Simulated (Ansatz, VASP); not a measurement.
**One calculation of TePb, two programs**

```
Pb Te
1.0
     0.00000    3.27352    3.27352
     3.27352    0.00000    3.27352
     3.27352    3.27352    0.00000
Pb Te
1 1
Direct
  0.00000 0.00000 0.00000
  0.50000 0.50000 0.50000
```

Alike in both runs: task single point; functional revPBE; dispersion D4; k mesh 7 × 7 × 7; occupations fermi-dirac, width 0.05 eV; no spin polarisation.

|  | VASP | Ansatz |
| --- | --- | --- |
| version | VASP 6.6.1 | Ansatz 0.2.0 |
| potentials or method | VASP PAW PBE potentials, release 64 (Pb_d, Te) | Ansatz PAW |
| plane-wave cutoff (eV) | 520 | 420 |
| valence electrons in the cell | 20 | 30 |

|  | VASP | Ansatz | Ansatz less VASP |
| --- | --- | --- | --- |
| pressure (GPa) | -0.7 | -0.7 | +0.07 |

VASP's potentials were made for PBE, not for revPBE. VASP's potentials hold 20 valence electrons a cell and Ansatz's 30, so a difference there can come from the potentials and not from the codes.

Spin-orbit coupling is off throughout.
